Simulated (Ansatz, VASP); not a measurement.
**Sb: VASP beside Ansatz**

```
Sb
1.0
     3.29853    0.00000    0.00000
    -1.64926    2.85661    0.00000
     0.00000    0.00000   21.45480
Sb
3
Direct
  0.00000 0.00000 0.37739
  0.33333 0.66667 0.50000
  0.00000 0.00000 0.62261
```

Alike in both runs: task single point; functional LDA; k mesh 14 × 14 × 1; occupations fermi-dirac, width 0.08 eV; no spin polarisation.

|  | VASP | Ansatz |
| --- | --- | --- |
| version | VASP 6.6.1 | Ansatz 0.2.0 |
| potentials or method | VASP PAW LDA potentials, release 64 (Sb), cutoff 520 eV | all-electron PAW with datasets made for the slab, scalar-relativistic |

VASP gave:

```
rms of the force components (eV/Å) : 0.007
```

Q: Which values does Ansatz return?

A: rms of the force components (eV/Å): 0.001.

LDA's correlation is that of Perdew and Zunger in VASP and of Perdew and Wang (1992) in Ansatz. Atom by atom the forces differ by 0.006 eV/Å (rms over components). Ansatz ran all-electron here, and VASP with PAW potentials.

Neither program's run includes spin-orbit coupling.
